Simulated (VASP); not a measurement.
A run of VASP 6.6.1:

INCAR

```
ALGO = Normal
EDIFF = 1E-6
ENCUT = 600
GGA = PE
GGA_COMPAT = F
ISIF = 2
ISMEAR = -1
LASPH = T
LCHARG = F
LREAL = F
LWAVE = F
NBANDS = 19
NELM = 120
PREC = Accurate
SIGMA = 0.05
```

Contents of KPOINTS:

```
k-points
0
Gamma
  5 5 4
```

Contents of POSCAR:

```
MgC2
1.0
    3.9507770000      0.0000000000      0.0000000000
    0.0000000000      3.9507770000      0.0000000000
    0.0000000000      0.0000000000      4.9870890000
Mg C
2 4
Direct
    0.5000000000      0.5000000000      0.0000000000
    0.0000000000      0.0000000000      0.5000000000
    0.8876550000      0.8876550000      0.0000000000
    0.1123450000      0.1123450000      0.0000000000
    0.3876550000      0.6123450000      0.5000000000
    0.6123450000      0.3876550000      0.5000000000
```

Potentials or basis: VASP PAW PBE potentials, release 64 (Mg, C).

The run is started by

```console
$ cat potpaw_PBE.64/Mg/POTCAR potpaw_PBE.64/C/POTCAR > POTCAR
$ mpirun -np 1 vasp_std > vasp.out
```

Hardware: 1 thread of Intel(R) Xeon(R) 6975P-C (Granite Rapids), with other jobs on the host.

Q: Estimate the wall time of this run.

A: Run time: 17 s on 1 thread of Intel(R) Xeon(R) 6975P-C (Granite Rapids), on a shared host, peak memory 0.19 GiB. Counts: scf iterations 13, k points 18.
